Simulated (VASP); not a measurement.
Set up this calculation in VASP 6.6.1, as the native input.

- Task: single point
- Functional: LDA
- Potentials or basis: VASP PAW LDA potentials, release 64 (Ga_d, N)
- Cutoff: 520 eV
- k mesh: 10 × 10 × 5
- Occupations: fermi-dirac, width 0.05 eV
- Spin: no spin polarisation
- Dipole correction: no
- Further INCAR settings: ALGO = Normal; EDIFF = 1e-06; NBANDS = 26

The structure of GaN lies in POSCAR:

```
GaN
1.0
    3.2218469041      0.0000000000      0.0000000000
   -1.6109234521      2.7902012661      0.0000000000
    0.0000000000      0.0000000000      5.2339814801
Ga N
2 2
Direct
    0.6666666667      0.3333333333      0.5000000000
    0.3333333333      0.6666666667      0.0000000000
    0.6666666667      0.3333333333      0.8750000000
    0.3333333333      0.6666666667      0.3750000000
```

These files were run (other wordings do the same):

INCAR

```
SYSTEM = GaN
ALGO = Normal ; EDIFF = 1E-6
ENCUT = 520 ; ISIF = 2
ISMEAR = -1 ; LASPH = .True.
LCHARG = .True. ; LELF = .True.
LREAL = .False. ; LVHAR = .True.
LWAVE = .False. ; NBANDS = 26
NELM = 80 ; PREC = Accurate
SIGMA = 0.05
```

KPOINTS

```
k-points
0
Gamma
  10 10 5
  0 0 0
```

Potentials or basis: VASP PAW LDA potentials, release 64 (Ga_d, N).

Launch:

```bash
$ cat potpaw_LDA.64/Ga_d/POTCAR potpaw_LDA.64/N/POTCAR > POTCAR
$ mpirun -np 1 vasp_std > vasp.out
```

Results of the run:

```
Pressure               : -10.1 GPa
Largest force          : 0.118 eV/Å
Band gap on the k mesh : 1.72 eV, direct
```

Run time: 37 s on 1 thread of Intel Xeon 6975P-C, with other jobs on the host, peak memory 0.17 GiB.
